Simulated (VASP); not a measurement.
# Ti (P6_3/mmc) in VASP: further runs

Runs on Ti. Level: PBE. Tasks: single point.

All numbers are computed with VASP 6.6.1; they aren't measurements. Logs are shortened: lines on timing, memory, paths and dates and some standing lists are left out, and cuts for length are marked.

## 1. The cell of the first run

It takes space group P6_3/mmc (No. 194, hexagonal). Conventional cell: a = 2.939 Å, b = 2.939 Å, c = 4.656 Å, α = 90.00°, β = 90.00°, γ = 120.00°. Ti (site symmetry -6m2) has 12 Ti at 2.88 to 2.94 Å within 3.8 Å.

## 2. Single point, PBE

The input, INCAR:

```
SYSTEM = Ti
PREC = Accurate
ENCUT = 520
EDIFF = 1E-6
ISMEAR = 0
SIGMA = 0.01
LREAL = .False.
LASPH = .True.
NELM = 60
ALGO = Normal
ISIF = 2
LWAVE = .False.
LCHARG = .False.
GGA = PE
NBANDS = 19
```

The input, KPOINTS:

```
regular mesh
0
Gamma
  12 12 7
  0 0 0
```

The input, POSCAR:

```
Ti
1.0
    2.9390756844      0.0000000000      0.0000000000
   -1.4695378422      2.5453142064      0.0000000000
    0.0000000000      0.0000000000      4.6559893251
Ti
2
Direct
    0.3333333333      0.6666666667      0.2500000000
    0.6666666667      0.3333333333      0.7500000000
```

Potentials or basis: VASP PAW PBE potentials, release 64 (Ti_sv).

Command:

```
> cat potpaw_PBE.64/Ti_sv/POTCAR > POTCAR
> mpirun -np 1 vasp_std > vasp.out
```

OUTCAR:

```text
SYSTEM = Ti
   PREC = Accurate
   ENCUT = 520
   EDIFF = 1E-6
   ISMEAR = 0
   LREAL = .False.
   LASPH = .True.
   NELM = 60
   ISIF = 2
   GGA = PE

 ion  position               nearest neighbor table
   1  0.333  0.667  0.250-   2 2.88   2 2.88   2 2.88   2 2.88   2 2.88   2 2.88
   2  0.667  0.333  0.750-   1 2.88   1 2.88   1 2.88   1 2.88   1 2.88   1 2.88

  LATTYP: Found a hexagonal cell.
 ALAT       =     2.9390756844
 C/A-ratio  =     1.5841678899

  Lattice vectors:

 A1 = (   2.9390756844,   0.0000000000,   0.0000000000)
 A2 = (  -1.4695378422,   2.5453142064,   0.0000000000)
 A3 = (   0.0000000000,   0.0000000000,   4.6559893251)

Analysis of symmetry for initial positions (statically):
=====================================================================
 Subroutine PRICEL returns:
 Original cell was already a primitive cell.

 Routine SETGRP: Setting up the symmetry group for a
 hexagonal supercell.

 Subroutine GETGRP returns: Found 24 space group operations
 (whereof 12 operations were pure point group operations)
 out of a pool of 24 trial point group operations.

The static configuration has the point symmetry D_3d.
 The point group associated with its full space group is D_6h.

Analysis of symmetry for dynamics (positions and initial velocities):
=====================================================================
 Subroutine PRICEL returns:
 Original cell was already a primitive cell.

 Routine SETGRP: Setting up the symmetry group for a
 hexagonal supercell.

 Subroutine GETGRP returns: Found 24 space group operations
 (whereof 12 operations were pure point group operations)
 out of a pool of 24 trial point group operations.

The dynamic configuration has the point symmetry D_3d.
 The point group associated with its full space group is D_6h.

 Subroutine INISYM returns: Found 24 space group operations
 (whereof 12 operations are pure point group operations),
 and found     1 'primitive' translations

----------------------------------------------------------------------------------------

                                     Primitive cell

  volume of cell :      34.8309

  direct lattice vectors                    reciprocal lattice vectors
     2.939075684  0.000000000  0.000000000     0.340243024  0.196439402  0.000000000
    -1.469537842  2.545314206  0.000000000     0.000000000  0.392878804  0.000000000
     0.000000000  0.000000000  4.655989325     0.000000000  0.000000000  0.214777125

  length of vectors
     2.939075684  2.939075684  4.655989325     0.392878804  0.392878804  0.214777125

  position of ions in fractional coordinates (direct lattice)
[... 79 lines left out ...]
   EDIFF  = 0.1E-05   stopping-criterion for ELM
   LREAL  =      F    real-space projection
   EDIFFG = 0.1E-04   stopping-criterion for IOM
   NSW    =      0    number of steps for IOM
   IBRION =     -1    ionic relax: 0-MD 1-quasi-New 2-CG
   NFREE  =      0    steps in history (QN), initial steepest desc. (CG)
   ISIF   =      2    stress and relaxation
   ISYM   =      2    0-nonsym 1-usesym 2-fastsym
   POTIM  = 0.5000    time-step for ionic-motion
   TEBEG  =    0.0;   TEEND  =   0.0 temperature during run
   PSTRESS=    0.0 pullay stress
   NELECT =      24.0000    total number of electrons
   NUPDOWN=      -1.0000    fix difference up-down
   EMIN   =  10.00;   EMAX   =-10.00  energy-range for DOS
   EFERMI =   0.00;   METHOD = LEGACY
   ISMEAR =     0;   SIGMA  =   0.01  broadening in eV -4-tet -1-fermi 0-gaus
   EFERMI_NEDOS =   21; number of points for ismear=-14 and -15
   IALGO  =     38    algorithm
   IMIX   =      4    mixing-type and parameters
     AMIX     =   0.40;   BMIX     =  1.00
     AMIX_MAG =   1.60;   BMIX_MAG =  1.00
  volume/ion in A,a.u.               =      17.42       117.53
  Fermi-wavevector in a.u.,A,eV,Ry     =   1.445963  2.732474 28.447185  2.090809
  Thomas-Fermi vector in A             =   2.564085
   LORBIT       =      0    0 simple, 1 ext, 2 COOP (PROOUT), +10 PAW based schemes
   GGA     = PE    functional components
   LHFCALC =     F    Hartree Fock is set to
   AEXX    =    0.0000 exact exchange contribution
   IVDW    =     0    specifies the selected vdW correction
   LEPSILON=     F    determine dielectric tensor
   LRPA    =     F    only Hartree local field effects (RPA)
 non-spin polarized calculation
 Gauss-broadening in eV      SIGMA  =   0.01
  energy-cutoff  :      520.00
  volume of cell :       34.83
 maximum number of plane-waves:       965
 NGX is ok and might be reduce to    24
   NGX = 11   NGY = 11   NGZ = 17

 number of electron      24.0000001 magnetization

 Free energy of the ion-electron system (eV)
  ---------------------------------------------------
  ext. energy  EPLUGINS =         0.00000000
  ---------------------------------------------------
  free energy    TOTEN  =       -15.67101469 eV

  energy without entropy =      -15.67080066  energy(sigma->0) =      -15.67090768

 E-fermi :   8.3148     XC(G=0): -11.4850

 val. band max:        8.3000511665   @ k =   0.0000   0.0000   0.4286
 cond. band min:       8.3153007410   @ k =   0.2500   0.2500   0.4286
 fundamental gap:      0.0152495745
 Fermi energy:         8.3147538328

 k-point     1 :       0.0000    0.0000    0.0000
  band No.  band energies     occupation
      1     -48.5621      2.00000
      2     -48.4271      2.00000
      3     -25.1455      2.00000
      4     -24.5091      2.00000
      5     -24.5091      2.00000
      6     -24.4444      2.00000
[... 505 lines left out ...]
      6     -24.6091      2.00000
[... 11 lines left out ...]
     18      11.0235      0.00000
     19      11.7466      0.00000

 [... further k-points ...]

------------------------ aborting loop because EDIFF is reached ----------------------------------------

  FORCE on cell =-STRESS in cart. coord.  units (eV):
  Direction    XX          YY          ZZ          XY          YZ          ZX
  --------------------------------------------------------------------------------------
  -------------------------------------------------------------------------------------
  Total       -0.0740630     -0.0740630     -0.0713377     -0.0000000      0.0000000      0.0000000
  in kB       -3.4068064     -3.4068064     -3.2814475     -0.0000000      0.0000000      0.0000000
  external PRESSURE =      -3.3650201 kB  Pullay stress =       0.0000000 kB

 VOLUME and BASIS-vectors are now :
 -----------------------------------------------------------------------------
  energy-cutoff  :      520.00
  volume of cell :       34.83
      direct lattice vectors                 reciprocal lattice vectors
     2.939075684  0.000000000  0.000000000     0.340243024  0.196439402  0.000000000
    -1.469537842  2.545314206  0.000000000     0.000000000  0.392878804  0.000000000
     0.000000000  0.000000000  4.655989325     0.000000000  0.000000000  0.214777125

 POSITION                                       TOTAL-FORCE (eV/Angst)
 -----------------------------------------------------------------------------------
     -0.00000      1.69688      1.16400        -0.000000     -0.000000      0.000000
      1.46954      0.84844      3.49199         0.000000      0.000000      0.000000
 -----------------------------------------------------------------------------------
    total drift:                               -0.000000      0.000000     -0.000000

  FREE ENERGIE OF THE ION-ELECTRON SYSTEM (eV)
  ---------------------------------------------------
  free  energy   TOTEN  =       -15.6710146900 eV

  energy  without entropy=      -15.6708006640  energy(sigma->0) =      -15.67090768
```

stdout:

```text
POSCAR found type information on POSCAR Ti
 POSCAR found :  1 types and       2 ions
 scaLAPACK will be used
 LDA part: xc-table for (Slater+PW92), standard interpolation
 POSCAR, INCAR and KPOINTS ok, starting setup
 FFT: planning ... GRIDC
 FFT: planning ... GRID_SOFT
 FFT: planning ... GRID
 WAVECAR not read
 entering main loop
```

Run time: 67 s. Hardware: 1 thread of Intel Xeon Platinum 8175M at 2.50GHz (Skylake/Cascade Lake), shared host; peak memory 0.18 GiB.

What came out:

```yaml
Free_energy: -15.6710 eV
Pressure: -0.3 GPa
Band_gap_on_the_k_mesh: zero (band 12 reaches 9.08 eV, above the bottom of band 13 at 8.01 eV)
```

Levels at points of the mesh, in eV from the Fermi level:
```tsv
k point	band 9	band 10	band 11	band 12	band 13	band 14	band 15	band 16
(0.00, 0.00, 0.00)	-6.21	-2.69	0.75	0.76	0.76	0.87	1.26	1.26
(0.50, 0.00, 0.00)	-2.35	-2.16	-1.85	-0.64	0.47	0.62	1.16	3.32
```

## 3. Single point, PBE

The input, INCAR:

```
SYSTEM = Ti
  PREC = Accurate
  ENCUT = 520
  EDIFF = 1E-6
  ISMEAR = 0
  SIGMA = 0.03
  LREAL = .False.
  LASPH = .True.
  NELM = 60
  ALGO = Normal
  ISIF = 2
  LWAVE = .False.
  LCHARG = .False.
  GGA = PE
  NBANDS = 19
```

KPOINTS is that of step 2.

POSCAR is that of step 2.

Potentials or basis: VASP PAW PBE potentials, release 64 (Ti_sv).

Command:

```
> cat potpaw_PBE.64/Ti_sv/POTCAR > POTCAR
> mpirun -np 1 vasp_std > vasp.out
```

OUTCAR:

```text
SYSTEM = Ti
   PREC = Accurate
   ENCUT = 520
   EDIFF = 1E-6
   ISMEAR = 0
   LREAL = .False.
   LASPH = .True.
   NELM = 60
   ISIF = 2
   GGA = PE

 ion  position               nearest neighbor table
   1  0.333  0.667  0.250-   2 2.88   2 2.88   2 2.88   2 2.88   2 2.88   2 2.88
   2  0.667  0.333  0.750-   1 2.88   1 2.88   1 2.88   1 2.88   1 2.88   1 2.88

  LATTYP: Found a hexagonal cell.
 ALAT       =     2.9390756844
 C/A-ratio  =     1.5841678899

  Lattice vectors:

[... 719 lines left out ...]

  FORCE on cell =-STRESS in cart. coord.  units (eV):
  Direction    XX          YY          ZZ          XY          YZ          ZX
  --------------------------------------------------------------------------------------
  -------------------------------------------------------------------------------------
  Total       -0.0664190     -0.0664190     -0.0921215      0.0000000     -0.0000000      0.0000000
  in kB       -3.0551953     -3.0551953     -4.2374791      0.0000000     -0.0000000      0.0000000
  external PRESSURE =      -3.4492899 kB  Pullay stress =       0.0000000 kB

 VOLUME and BASIS-vectors are now :
 -----------------------------------------------------------------------------
  energy-cutoff  :      520.00
  volume of cell :       34.83
      direct lattice vectors                 reciprocal lattice vectors
     2.939075684  0.000000000  0.000000000     0.340243024  0.196439402  0.000000000
    -1.469537842  2.545314206  0.000000000     0.000000000  0.392878804  0.000000000
     0.000000000  0.000000000  4.655989325     0.000000000  0.000000000  0.214777125

 POSITION                                       TOTAL-FORCE (eV/Angst)
 -----------------------------------------------------------------------------------
     -0.00000      1.69688      1.16400        -0.000000      0.000000      0.000000
      1.46954      0.84844      3.49199         0.000000     -0.000000      0.000000
 -----------------------------------------------------------------------------------
    total drift:                               -0.000000      0.000000     -0.000000

  FREE ENERGIE OF THE ION-ELECTRON SYSTEM (eV)
  ---------------------------------------------------
  free  energy   TOTEN  =       -15.6716135315 eV

  energy  without entropy=      -15.6704366070  energy(sigma->0) =      -15.67102507
```

It took 68 s on 1 thread of Intel Xeon Platinum 8175M at 2.50GHz (Skylake/Cascade Lake), shared host; peak memory 0.17 GiB.

What came out:

| Property | Result |
| --- | --- |
| Free energy | -15.6716 eV |
| Pressure | -0.3 GPa |
| Band gap on the k mesh | zero (band 12 reaches 9.08 eV, above the bottom of band 13 at 8.01 eV) |

Stress tensor (GPa, compression positive):
```
-0.31  0.00  0.00
 0.00 -0.31  0.00
 0.00  0.00 -0.42
```

## 4. Single point, PBE

The input, INCAR:

```
  PREC = Accurate
  ENCUT = 520
  EDIFF = 1E-7
  ISMEAR = 0
  SIGMA = 0.1
  LREAL = F
  LASPH = T
  NELM = 60
  ALGO = Normal
  ISIF = 2
  LWAVE = F
  LCHARG = T
  GGA = PE
  LELF = T
  LVHAR = T
  NBANDS = 19
```

The input, KPOINTS:

```
Automatic mesh
0
Gamma
  12 12 7
```

POSCAR is that of step 3.

Command:

```
> cat potpaw_PBE.64/Ti_sv/POTCAR > POTCAR
> mpirun -np 1 vasp_std > vasp.out
```

Run time: 74 s. Hardware: 1 thread of Intel Xeon Platinum 8175M at 2.50GHz (Skylake/Cascade Lake), shared host; peak memory 0.18 GiB.

The run converged. Its results:

| Item | Value |
| --- | --- |
| Free energy | -15.6765 eV |
| Pressure | -0.4 GPa |
| Band gap on the k mesh | zero (band 12 reaches 9.08 eV, above the bottom of band 13 at 8.01 eV) |

Stress tensor (GPa, compression positive):
```
-0.34  0.00  0.00
 0.00 -0.34  0.00
 0.00  0.00 -0.51
```

Levels at points of the mesh, in eV from the Fermi level:
```tsv
k point	band 10	band 11	band 12	band 13	band 14	band 15
(0.00, 0.00, 0.00)	-2.69	0.75	0.76	0.76	0.87	1.26
(0.50, 0.00, 0.00)	-2.16	-1.85	-0.64	0.47	0.62	1.16
```

## 5. Overview

| smearing | gap on the mesh (eV) | pressure (GPa) |
| --- | --- | --- |
| gaussian 0.01 eV | none | -0.3 |
| gaussian 0.03 eV | none | -0.3 |
| gaussian 0.1 eV | none | -0.4 |

Alike in all rows: task single point; level PBE; potentials or basis VASP PAW PBE potentials, release 64 (Ti_sv); no spin polarisation; cell as given; k mesh 12 × 12 × 7; cutoff (eV) 520.

Every run on the cell as given and a fine mesh finds a metal.

Total energies depend on the potentials used, so only differences within one code and one set of settings carry meaning.
